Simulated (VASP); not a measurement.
# InPd (Cm) in VASP: single point with PBE

Aim: the single point of InPd with PBE.

Program: VASP 6.6.1. These are calculated values, not measurements. Logs are shortened: lines on timing, memory, paths and dates and some standing lists are left out, and cuts for length are marked.

## Step 1: The cell of the first run

The structure is monoclinic, space group Cm (No. 8). The conventional cell has a = 4.627 Å, b = 4.627 Å, c = 3.272 Å, α = 90.00°, β = 90.00°, γ = 90.00°. In (site symmetry m) has 8 Pd at 2.40 to 3.29 Å and 6 In at 3.27 Å within 3.3 Å. Pd (site symmetry m) has 8 In at 2.40 to 3.29 Å and 6 Pd at 3.27 Å within 3.3 Å.

## Step 2: Single point, PBE (atom 2 (Pd) moved by (-0.225, -0.450) A along [1 1 0] and z)

The input, INCAR:

```
SYSTEM = InPd
PREC = Accurate
ENCUT = 520
EDIFF = 1E-6
ISMEAR = 0
SIGMA = 0.15
LREAL = .False.
LASPH = .True.
NELM = 100
ALGO = Fast
ISIF = 2
LWAVE = .False.
LCHARG = .True.
GGA = PE
LELF = .True.
LVHAR = .True.
NBANDS = 18
```

The input, KPOINTS:

```
Automatic mesh
0
Gamma
  14 14 14
  0 0 0
```

The input, POSCAR:

```
InPd
1.0
    3.2718847800      0.0000000000      0.0000000000
    0.0000000000      3.2718847800      0.0000000000
    0.0000000000      0.0000000000      3.2718847800
In Pd
1 1
Direct
    0.0000000000      0.0000000000      0.0000000000
    0.4513738911      0.4513738911      0.3624645945
```

Potentials or basis: VASP PAW PBE potentials, release 64 (In_d, Pd).

Run with:

```bash
cat potpaw_PBE.64/In_d/POTCAR potpaw_PBE.64/Pd/POTCAR > POTCAR
mpirun -np 1 vasp_std > vasp.out
```

OUTCAR:

```text
SYSTEM = InPd
   PREC = Accurate
   ENCUT = 520
   EDIFF = 1E-6
   ISMEAR = 0
   LREAL = .False.
   LASPH = .True.
   NELM = 100
   ISIF = 2
   GGA = PE

 ion  position               nearest neighbor table
   1  0.000  0.000  0.000-   2 2.40   2 2.61   2 2.61   2 2.80   2 2.95   2 3.12   2 3.12   2 3.29

   2  0.451  0.451  0.362-   1 2.40   1 2.61   1 2.61   1 2.80   1 2.95   1 3.12   1 3.12   1 3.29

  LATTYP: Found a simple cubic cell.
 ALAT       =     3.2718847800

  Lattice vectors:

 A1 = (   3.2718847800,   0.0000000000,   0.0000000000)
 A2 = (   0.0000000000,   3.2718847800,   0.0000000000)
 A3 = (   0.0000000000,   0.0000000000,   3.2718847800)

Analysis of symmetry for initial positions (statically):
=====================================================================
 Subroutine PRICEL returns:
 Original cell was already a primitive cell.

 Routine SETGRP: Setting up the symmetry group for a
 simple cubic supercell.

 Subroutine GETGRP returns: Found  2 space group operations
 (whereof  2 operations were pure point group operations)
 out of a pool of 48 trial point group operations.

The static configuration has the point symmetry C_1h.

Analysis of symmetry for dynamics (positions and initial velocities):
=====================================================================
 Subroutine PRICEL returns:
 Original cell was already a primitive cell.

 Routine SETGRP: Setting up the symmetry group for a
 simple cubic supercell.

 Subroutine GETGRP returns: Found  2 space group operations
 (whereof  2 operations were pure point group operations)
 out of a pool of 48 trial point group operations.

The dynamic configuration has the point symmetry C_1h.

 Subroutine INISYM returns: Found  2 space group operations
 (whereof  2 operations are pure point group operations),
 and found     1 'primitive' translations

----------------------------------------------------------------------------------------

                                     Primitive cell

  volume of cell :      35.0263

  direct lattice vectors                    reciprocal lattice vectors
     3.271884780  0.000000000  0.000000000     0.305634234  0.000000000  0.000000000
     0.000000000  3.271884780  0.000000000     0.000000000  0.305634234  0.000000000
     0.000000000  0.000000000  3.271884780     0.000000000  0.000000000  0.305634234

  length of vectors
     3.271884780  3.271884780  3.271884780     0.305634234  0.305634234  0.305634234

  position of ions in fractional coordinates (direct lattice)
[... 74 lines left out ...]
   LNONCOLLINEAR =      F non collinear calculations
   LSORBIT =      F    spin-orbit coupling
   LASPH  =      T    aspherical Exc in radial PAW
   ENCUT  =  520.0 eV  38.22 Ry    6.18 a.u.   6.08  6.08  6.08*2*pi/ulx,y,z
   NELM   =    100;   NELMIN=  2; NELMDL= -5     # of ELM steps
   EDIFF  = 0.1E-05   stopping-criterion for ELM
   LREAL  =      F    real-space projection
   EDIFFG = 0.1E-04   stopping-criterion for IOM
   NSW    =      0    number of steps for IOM
   IBRION =     -1    ionic relax: 0-MD 1-quasi-New 2-CG
   NFREE  =      0    steps in history (QN), initial steepest desc. (CG)
   ISIF   =      2    stress and relaxation
   ISYM   =      2    0-nonsym 1-usesym 2-fastsym
   POTIM  = 0.5000    time-step for ionic-motion
   TEBEG  =    0.0;   TEEND  =   0.0 temperature during run
   PSTRESS=    0.0 pullay stress
   NELECT =      23.0000    total number of electrons
   NUPDOWN=      -1.0000    fix difference up-down
   EMIN   =  10.00;   EMAX   =-10.00  energy-range for DOS
   EFERMI =   0.00;   METHOD = LEGACY
   ISMEAR =     0;   SIGMA  =   0.15  broadening in eV -4-tet -1-fermi 0-gaus
   EFERMI_NEDOS =   21; number of points for ismear=-14 and -15
   IALGO  =     68    algorithm
   IMIX   =      4    mixing-type and parameters
     AMIX     =   0.40;   BMIX     =  1.00
     AMIX_MAG =   1.60;   BMIX_MAG =  1.00
  volume/ion in A,a.u.               =      17.51       118.18
  Fermi-wavevector in a.u.,A,eV,Ry     =   1.422938  2.688964 27.548447  2.024754
  Thomas-Fermi vector in A             =   2.543589
   LORBIT       =      0    0 simple, 1 ext, 2 COOP (PROOUT), +10 PAW based schemes
   GGA     = PE    functional components
   LHFCALC =     F    Hartree Fock is set to
   AEXX    =    0.0000 exact exchange contribution
   IVDW    =     0    specifies the selected vdW correction
   LEPSILON=     F    determine dielectric tensor
   LRPA    =     F    only Hartree local field effects (RPA)
 non-spin polarized calculation
 RMM-DIIS sequential band-by-band and
 Gauss-broadening in eV      SIGMA  =   0.15
  energy-cutoff  :      520.00
  volume of cell :       35.03
 maximum number of plane-waves:       968
   NGX = 13   NGY = 13   NGZ = 13

 number of electron      22.9999989 magnetization

 Free energy of the ion-electron system (eV)
  ---------------------------------------------------
  ext. energy  EPLUGINS =         0.00000000
  ---------------------------------------------------
  free energy    TOTEN  =        -8.08548340 eV

  energy without entropy =       -8.07770386  energy(sigma->0) =       -8.08159363

 E-fermi :  10.5529     XC(G=0): -12.1698

 val. band max:       10.5510937917   @ k =   0.1429   0.3571   0.2143
 cond. band min:      10.5545623598   @ k =  -0.2857   0.0000   0.0714
 fundamental gap:      0.0034685681
 Fermi energy:        10.5528835434

 k-point     1 :       0.0000    0.0000    0.0000
  band No.  band energies     occupation
      1      -4.5127      2.00000
      2      -4.4902      2.00000
      3      -4.1938      2.00000
      4      -4.0565      2.00000
      5      -4.0418      2.00000
      6       0.4330      2.00000
[... 481 lines left out ...]
      5      -4.0541      2.00000
      6       0.8351      2.00000
[... 10 lines left out ...]
     17      23.0086      0.00000
     18      25.7652      0.00000

 [... further k-points ...]
[... 5 lines left out ...]
  --------------------------------------------------------------------------------------
  -------------------------------------------------------------------------------------
  Total        4.3305761      4.3305761      2.3484763      1.0149739      1.6965572      1.6965571
  in kB      198.0898636    198.0898636    107.4243558     46.4270884     77.6041753     77.6041702
  external PRESSURE =     167.8680276 kB  Pullay stress =       0.0000000 kB

 VOLUME and BASIS-vectors are now :
 -----------------------------------------------------------------------------
  energy-cutoff  :      520.00
  volume of cell :       35.03
      direct lattice vectors                 reciprocal lattice vectors
     3.271884780  0.000000000  0.000000000     0.305634234  0.000000000  0.000000000
     0.000000000  3.271884780  0.000000000     0.000000000  0.305634234  0.000000000
     0.000000000  0.000000000  3.271884780     0.000000000  0.000000000  0.305634234

 POSITION                                       TOTAL-FORCE (eV/Angst)
 -----------------------------------------------------------------------------------
      0.00000      0.00000      0.00000        -1.497556     -1.497556     -2.400010
      1.47684      1.47684      1.18594         1.497556      1.497556      2.400010
 -----------------------------------------------------------------------------------
    total drift:                               -0.000633     -0.000633     -0.001460

  FREE ENERGIE OF THE ION-ELECTRON SYSTEM (eV)
  ---------------------------------------------------
  free  energy   TOTEN  =        -8.0854834025 eV

  energy  without entropy=       -8.0777038611  energy(sigma->0) =       -8.08159363
```

OSZICAR:

```text
N       E                     dE             d eps       ncg     rms          rms(c)
DAV:   1     0.169495672997E+03    0.16950E+03   -0.11181E+04 27408   0.167E+03
DAV:   2     0.932322448938E+00   -0.16856E+03   -0.16186E+03 27194   0.367E+02
DAV:   3    -0.812227491903E+01   -0.90546E+01   -0.89707E+01 30740   0.903E+01
DAV:   4    -0.832326131940E+01   -0.20099E+00   -0.20085E+00 31848   0.121E+01
DAV:   5    -0.833298794754E+01   -0.97266E-02   -0.97261E-02 36056   0.258E+00    0.737E+00
RMM:   6    -0.813630521359E+01    0.19668E+00   -0.22591E-01 31542   0.526E+00    0.386E+00
RMM:   7    -0.808728608000E+01    0.49019E-01   -0.10907E-01 33166   0.298E+00    0.107E+00
RMM:   8    -0.808613210423E+01    0.11540E-02   -0.35679E-02 38875   0.173E+00    0.451E-01
RMM:   9    -0.808584658018E+01    0.28552E-03   -0.72815E-03 42141   0.714E-01    0.353E-01
RMM:  10    -0.808549691808E+01    0.34966E-03   -0.15023E-03 32554   0.382E-01    0.474E-02
RMM:  11    -0.808546772998E+01    0.29188E-04   -0.27675E-04 38319   0.226E-01    0.430E-02
RMM:  12    -0.808548205713E+01   -0.14327E-04   -0.15402E-04 44656   0.105E-01    0.191E-02
RMM:  13    -0.808548337738E+01   -0.13203E-05   -0.17994E-05 42691   0.331E-02    0.188E-02
RMM:  14    -0.808548340252E+01   -0.25142E-07   -0.29451E-06 21850   0.136E-02
   1 F= -.80854834E+01 E0= -.80815936E+01  d E =-.777954E-02
```

stdout:

```text
POSCAR found type information on POSCAR InPd
 POSCAR found :  2 types and       2 ions
 scaLAPACK will be used
 LDA part: xc-table for (Slater+PW92), standard interpolation
 POSCAR, INCAR and KPOINTS ok, starting setup
 FFT: planning ... GRIDC
 FFT: planning ... GRID_SOFT
 FFT: planning ... GRID
 WAVECAR not read
 entering main loop
WARNING in EDDRMM: call to ZHEGV failed, returncode =   8  4     16
WARNING in EDDRMM: call to ZHEGV failed, returncode =   8  4     16
```

It took 6.1 min on 1 thread of Intel Xeon 8259CL, shared host; peak memory 0.56 GiB.

Results:

```yaml
Free_energy: -8.0855 eV
Pressure: 16.8 GPa
Largest_force: 3.201 eV/Å
Band_gap_on_the_k_mesh: zero (an odd number of electrons rules out a gap without spin polarisation)
```

Forces in eV/Å, atoms in the order of the input:
```
In  -1.498 -1.498 -2.400
Pd   1.498  1.498  2.400
```

Caveat: the cell differs from its parent crystal (atom 2 (Pd) moved by (-0.225, -0.450) A along [1 1 0] and z); the stress differs along the axes, from 11 to 20 GPa; spin-orbit coupling is left out, which moves the levels of the heavy elements; forces of over 1 eV/Å act on the atoms, so gaps and moduli don't describe the material at rest.
